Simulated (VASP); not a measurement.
## From VASP inputs to Ansatz: AgCl (strained measured structure)

INCAR

```
LWAVE = .FALSE.
LELF = .TRUE.
ISMEAR = 0
LCHARG = .TRUE.
SIGMA = 0.01
LASPH = .TRUE.
NBANDS = 16
EDIFF = 1E-7
NSW = 0
ENCUT = 520
ISIF = 2
LREAL = .FALSE.
ALGO = Normal
NELM = 120
IBRION = -1
PREC = Accurate
METAGGA = R2SCAN
```

KPOINTS

```
KPOINTS created by Atomic Simulation Environment
0
Gamma
8 8 8
0 0 0
```

KPOINTS_OPT

```
special points
8
Reciprocal
0.0000000000 0.0000000000 0.0000000000 1
0.5000000000 0.0000000000 0.5000000000 1
0.6250000000 0.2500000000 0.6250000000 1
0.3750000000 0.3750000000 0.7500000000 1
0.5000000000 0.5000000000 0.5000000000 1
0.5000000000 0.2500000000 0.7500000000 1
0.0375000000 0.0375000000 0.0750000000 1
0.0000000000 0.0000000000 0.5000000000 1
```

POSCAR

```
Ag Cl
 1.0000000000000000
     0.0000000000000000    2.8538718852999998    2.6871714188000002
     2.8538718852999998    0.0000000000000000    2.6871714188000002
     2.8538718852999998    2.8538718852999998    0.0000000000000000
 Ag  Cl
   1   1
Cartesian
  0.0000000000000000  0.0000000000000000  0.0000000000000000
  2.8538718852999998  2.8538718852999998  2.6871714188000002
```

VASP ran with the recommended PBE PAW datasets (18 valence electrons in the cell).

Q: Translate these files to an Ansatz input.

A: 

```yaml
crystal:
  lattice:
    - [0.0, 2.8538718853, 2.6871714188]
    - [2.8538718853, 0.0, 2.6871714188]
    - [2.8538718853, 2.8538718853, 0.0]
  atoms:
    - { symbol: Ag, position: [0.0, 0.0, 0.0] }
    - { symbol: Cl, position: [0.5, 0.5, 0.5] }
kpoints:
  mp_grid: { grid: [8, 8, 8] }
  band_path:
    path:
      - [0.0, 0.0, 0.0]
      - [0.5, 0.0, 0.5]
      - [0.625, 0.25, 0.625]
      - [0.375, 0.375, 0.75]
      - [0.5, 0.5, 0.5]
      - [0.5, 0.25, 0.75]
      - [0.0375, 0.0375, 0.075]
      - [0.0, 0.0, 0.5]
    npoints: 1
hamiltonian:
  xc: r2scan
scf:
  occupations: { method: fixed }
  n_extra_bands: 4
output:
  forces: true
  stress: true
  eigenvalues: true
```

Other inputs would serve too.

```csv
,VASP,Ansatz
gap between bands v and c,1.27 eV,1.32 eV
least direct gap,3.48 eV,3.52 eV
pressure,-1.0 GPa,-0.9 GPa
```

Each program uses its own PAW datasets. VASP's cell holds 18 valence electrons and Ansatz's 26. Ansatz's stress includes a Pulay correction; VASP's doesn't.

VASP's potentials hold 18 valence electrons a cell and Ansatz's 26, so a difference between the two programs can come from the potentials and not from the codes.
